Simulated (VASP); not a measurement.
# LiTa4H2 (F-43m) in VASP: single point with PBE

Aim: the single point of LiTa4H2 with PBE.

All numbers are computed with VASP 6.6.1; they aren't measurements. Logs are shortened: lines on timing, memory, paths and dates and some standing lists are left out, and cuts for length are marked.

### 1 The cell of the first run

Symmetry: F-43m, No. 216, cubic system. Conventional cell: a = 8.010 Å, b = 8.010 Å, c = 8.010 Å, α = 90.00°, β = 90.00°, γ = 90.00°. Li (site symmetry -43m) has 12 Ta at 3.31 Å and 10 H at 3.47 to 4.01 Å within 4.3 Å. Within 2.4 Å of Ta (site symmetry 3m) lie 1 H at 1.82 Å. H (site symmetry -43m) has 4 Ta at 1.82 Å within 2.4 Å. H (site symmetry -43m) has 12 Ta at 3.34 Å and 4 H at 3.47 Å and 4 Li at 3.47 Å within 4.4 Å.

### 2 Single point, PBE

Input file POSCAR:

```
LiTa4H2
1.0
    0.0000000000      4.0050873209      4.0050873209
    4.0050873209      0.0000000000      4.0050873209
    4.0050873209      4.0050873209      0.0000000000
Li Ta H
1 4 2
Direct
    0.2500000000      0.2500000000      0.2500000000
    0.6185543850      0.1443368450      0.6185543850
    0.6185543850      0.6185543850      0.6185543850
    0.1443368450      0.6185543850      0.6185543850
    0.6185543850      0.6185543850      0.1443368450
    0.7500000000      0.7500000000      0.7500000000
    0.0000000000      0.0000000000      0.0000000000
```

Input file INCAR.step1:

```
  PREC = Accurate
  ENCUT = 650
  EDIFF = 1E-6
  ISMEAR = 0
  SIGMA = 0.1
  LREAL = False
  LASPH = True
  NELM = 120
  ALGO = Normal
  ISIF = 2
  LWAVE = False
  LCHARG = True
  LMAXMIX = 4
  GGA = PE
  NBANDS = 34
  GGA_COMPAT = False
  NEDOS = 2001
  LORBIT = 11
```

Input file KPOINTS.step1:

```
Automatic mesh
0
Gamma
  8 8 8
```

Input file INCAR.step2:

```
  PREC = Accurate
  ENCUT = 650
  EDIFF = 1E-6
  ISMEAR = -5
  SIGMA = 0.1
  LREAL = False
  LASPH = True
  NELM = 120
  ALGO = Normal
  ISIF = 2
  LWAVE = False
  LCHARG = False
  LMAXMIX = 4
  GGA = PE
  LORBIT = 10
  NBANDS = 34
  NEDOS = 2001
  ICHARG = 11
  GGA_COMPAT = False
```

Input file KPOINTS.step2:

```
Automatic mesh
0
Gamma
  12 12 12
```

Potentials or basis: VASP PAW PBE potentials, release 64 (Li_sv, Ta_pv, H).

Started as:

```sh
cat potpaw_PBE.64/Li_sv/POTCAR potpaw_PBE.64/Ta_pv/POTCAR potpaw_PBE.64/H/POTCAR > POTCAR
cp INCAR.step1 INCAR
cp KPOINTS.step1 KPOINTS
mpirun -np 1 vasp_std > vasp.out
cp INCAR.step2 INCAR
cp KPOINTS.step2 KPOINTS
mpirun -np 1 vasp_std > vasp.out
```

OUTCAR:

```text
PREC = Accurate
   ENCUT = 650
   EDIFF = 1E-6
   ISMEAR = -5
   LREAL = False
   LASPH = True
   NELM = 120
   ISIF = 2
   GGA = PE
   LORBIT = 10
   ICHARG = 11

 ion  position               nearest neighbor table
   1  0.250  0.250  0.250-
   2  0.619  0.144  0.619-   6 1.82   4 2.69   5 2.69   3 2.69   4 2.98   5 2.98   3 2.98
   3  0.619  0.619  0.619-   6 1.82   4 2.69   5 2.69   2 2.69   2 2.98   5 2.98   4 2.98
   4  0.144  0.619  0.619-   6 1.82   3 2.69   5 2.69   2 2.69   2 2.98   5 2.98   3 2.98
   5  0.619  0.619  0.144-   6 1.82   3 2.69   4 2.69   2 2.69   4 2.98   2 2.98   3 2.98
   6  0.750  0.750  0.750-   3 1.82   2 1.82   4 1.82   5 1.82
   7  0.000  0.000  0.000-

  LATTYP: Found a face centered cubic cell.
 ALAT       =     8.0101746418

  Lattice vectors:

 A1 = (   0.0000000000,   4.0050873209,   4.0050873209)
 A2 = (   4.0050873209,   0.0000000000,   4.0050873209)
 A3 = (   4.0050873209,   4.0050873209,   0.0000000000)

Analysis of symmetry for initial positions (statically):
=====================================================================
 Subroutine PRICEL returns:
 Original cell was already a primitive cell.

 Routine SETGRP: Setting up the symmetry group for a
 face centered cubic supercell.

 Subroutine GETGRP returns: Found 24 space group operations
 (whereof 24 operations were pure point group operations)
 out of a pool of 48 trial point group operations.

The static configuration has the point symmetry T_d .

Analysis of symmetry for dynamics (positions and initial velocities):
=====================================================================
 Subroutine PRICEL returns:
 Original cell was already a primitive cell.

 Routine SETGRP: Setting up the symmetry group for a
 face centered cubic supercell.

 Subroutine GETGRP returns: Found 24 space group operations
 (whereof 24 operations were pure point group operations)
 out of a pool of 48 trial point group operations.

The dynamic configuration has the point symmetry T_d .

 Subroutine INISYM returns: Found 24 space group operations
 (whereof 24 operations are pure point group operations),
 and found     1 'primitive' translations

----------------------------------------------------------------------------------------

                                     Primitive cell

  volume of cell :     128.4890

[... 114 lines left out ...]
   EFERMI =   0.00;   METHOD = LEGACY
   ISMEAR =    -5;   SIGMA  =   0.10  broadening in eV -4-tet -1-fermi 0-gaus
   EFERMI_NEDOS =   21; number of points for ismear=-14 and -15
   IALGO  =     38    algorithm
   IMIX   =      4    mixing-type and parameters
     AMIX     =   0.40;   BMIX     =  1.00
     AMIX_MAG =   1.60;   BMIX_MAG =  1.00
  volume/ion in A,a.u.               =      18.36       123.87
  Fermi-wavevector in a.u.,A,eV,Ry     =   1.187184  2.243453 19.176146  1.409407
  Thomas-Fermi vector in A             =   2.323341
   LORBIT       =     10    0 simple, 1 ext, 2 COOP (PROOUT), +10 PAW based schemes
   GGA     = PE    functional components
   LHFCALC =     F    Hartree Fock is set to
   AEXX    =    0.0000 exact exchange contribution
   IVDW    =     0    specifies the selected vdW correction
   LEPSILON=     F    determine dielectric tensor
   LRPA    =     F    only Hartree local field effects (RPA)
 non-spin polarized calculation
 Fermi weights with tetrahedron method with Bloechl corrections
  energy-cutoff  :      650.00
  volume of cell :      128.49
 maximum number of plane-waves:      4909

 number of electron      48.9999995 magnetization

 Free energy of the ion-electron system (eV)
  ---------------------------------------------------
  ext. energy  EPLUGINS =         0.00000000
  ---------------------------------------------------
  free energy    TOTEN  =       -47.68082149 eV

  energy without entropy =      -47.68082149  energy(sigma->0) =      -47.68082149

 E-fermi :   2.3644     XC(G=0): -10.0237

 val. band max:        2.3625477568   @ k =   0.5000   0.0000   0.0000
 cond. band min:       2.3381752237   @ k =   0.3333   0.0000   0.0000
 fundamental gap:     -0.0243725331
 Fermi energy:         2.3643873604

 k-point     1 :       0.0000    0.0000    0.0000
  band No.  band energies     occupation
      1     -42.8534      2.00000
      2     -32.7373      2.00000
      3     -32.1282      2.00000
      4     -32.1282      2.00000
      5     -32.1282      2.00000
      6     -31.9615      2.00000
[... 877 lines left out ...]
     33       5.3644      0.00000
     34       5.5629      0.00000

 [... further k-points ...]

------------------------ aborting loop because EDIFF is reached ----------------------------------------

  FORCE on cell =-STRESS in cart. coord.  units (eV):
  Direction    XX          YY          ZZ          XY          YZ          ZX
  --------------------------------------------------------------------------------------
  -------------------------------------------------------------------------------------
  Total        0.0832981      0.0832981      0.0832981      0.0000000      0.0000000      0.0000000
  in kB        1.0386756      1.0386756      1.0386756      0.0000000      0.0000000      0.0000000
  external PRESSURE =       1.0386756 kB  Pullay stress =       0.0000000 kB

 VOLUME and BASIS-vectors are now :
 -----------------------------------------------------------------------------
  energy-cutoff  :      650.00
  volume of cell :      128.49
      direct lattice vectors                 reciprocal lattice vectors
     0.000000000  4.005087321  4.005087321    -0.124841223  0.124841223  0.124841223
     4.005087321  0.000000000  4.005087321     0.124841223 -0.124841223  0.124841223
     4.005087321  4.005087321  0.000000000     0.124841223  0.124841223 -0.124841223

 POSITION                                       TOTAL-FORCE (eV/Angst)
 -----------------------------------------------------------------------------------
      2.00254      2.00254      2.00254        -0.000000      0.000000     -0.000000
      3.05545      4.95473      3.05545        -0.001494      0.001494     -0.001494
      4.95473      4.95473      4.95473         0.001494      0.001494      0.001494
      4.95473      3.05545      3.05545         0.001494     -0.001494     -0.001494
      3.05545      3.05545      4.95473        -0.001494     -0.001494      0.001494
      6.00763      6.00763      6.00763        -0.000000      0.000000     -0.000000
      0.00000      0.00000      0.00000        -0.000000      0.000000     -0.000000
 -----------------------------------------------------------------------------------
    total drift:                                0.005429      0.005429      0.005429

  FREE ENERGIE OF THE ION-ELECTRON SYSTEM (eV)
  ---------------------------------------------------
  free  energy   TOTEN  =       -47.6808214914 eV

  energy  without entropy=      -47.6808214914  energy(sigma->0) =      -47.68082149

 total charge

# of ion       s       p       d       tot
------------------------------------------
    1        2.020   0.045   0.000   2.065
    2        0.401   6.103   2.427   8.931
    3        0.401   6.103   2.427   8.931
    4        0.401   6.103   2.427   8.931
    5        0.401   6.103   2.427   8.931
    6        0.661   0.044   0.000   0.705
    7        0.342   0.003   0.000   0.345
--------------------------------------------------
tot          4.625  24.506   9.709  38.840
```

OUTCAR.step1:

```text
PREC = Accurate
   ENCUT = 650
   EDIFF = 1E-6
   ISMEAR = 0
   LREAL = False
   LASPH = True
   NELM = 120
   ISIF = 2
   GGA = PE
[... 1133 lines left out ...]
  ---------------------------------------------------
  free  energy   TOTEN  =       -47.6901606587 eV

  energy  without entropy=      -47.6591047865  energy(sigma->0) =      -47.67463272

 total charge

# of ion       s       p       d       tot
------------------------------------------
    1        2.020   0.045   0.000   2.065
    2        0.401   6.103   2.425   8.930
    3        0.401   6.103   2.425   8.930
    4        0.401   6.103   2.425   8.930
    5        0.401   6.103   2.425   8.930
    6        0.661   0.044   0.000   0.705
    7        0.345   0.003   0.000   0.349
--------------------------------------------------
tot          4.631  24.506   9.701  38.838
```

OSZICAR.step1:

```text
N       E                     dE             d eps       ncg     rms          rms(c)
DAV:   1     0.480255315319E+03    0.48026E+03   -0.28477E+04  1972   0.163E+03
DAV:   2    -0.273681264100E+02   -0.50762E+03   -0.49012E+03  2258   0.447E+02
DAV:   3    -0.491722274859E+02   -0.21804E+02   -0.20767E+02  3044   0.776E+01
DAV:   4    -0.507236527976E+02   -0.15514E+01   -0.15408E+01  3344   0.143E+01
DAV:   5    -0.508065421950E+02   -0.82889E-01   -0.82856E-01  2804   0.251E+00    0.249E+01
DAV:   6    -0.482818296626E+02    0.25247E+01   -0.30987E+00  2430   0.102E+01    0.119E+01
DAV:   7    -0.476912392457E+02    0.59059E+00   -0.22397E+00  2518   0.783E+00    0.139E+00
DAV:   8    -0.476922757934E+02   -0.10365E-02   -0.15405E-01  2454   0.198E+00    0.115E+00
DAV:   9    -0.476902741556E+02    0.20016E-02   -0.13316E-02  2894   0.569E-01    0.449E-01
DAV:  10    -0.476901945382E+02    0.79617E-04   -0.23005E-03  2502   0.264E-01    0.829E-02
DAV:  11    -0.476901597592E+02    0.34779E-04   -0.34318E-04  2568   0.117E-01    0.429E-02
DAV:  12    -0.476901630557E+02   -0.32965E-05   -0.31756E-05  2552   0.303E-02    0.102E-02
DAV:  13    -0.476901613107E+02    0.17450E-05   -0.41693E-06  2272   0.102E-02    0.330E-03
DAV:  14    -0.476901606587E+02    0.65200E-06   -0.49597E-07  1380   0.440E-03
   1 F= -.47690161E+02 E0= -.47674633E+02  d E =-.310559E-01
```

Run time: 7.8 min. Hardware: 1 thread of Intel Xeon Platinum 8488C (Sapphire Rapids), shared host; peak memory 0.54 GiB.

Results:

* Valence electrons inside the program's atomic spheres: Li 2.06; Ta 8.93; H 0.70, 0.34

Levels at points of the mesh, in eV from the Fermi level:
```csv
k point,band 22,band 23,band 24,band 25,band 26,band 27
"(0.00, 0.00, 0.00)",-1.18,-1.18,-0.33,1.09,2.18,2.18
"(0.50, 0.00, 0.00)",-0.73,-0.07,0.00,0.00,0.44,0.44
"(0.50, 0.50, 0.00)",-1.06,-1.06,-0.40,-0.22,0.62,0.62
```

Caveat: spin-orbit coupling is left out, which moves the levels of the heavy elements; tetrahedron occupations give inexact forces and stress in metals.
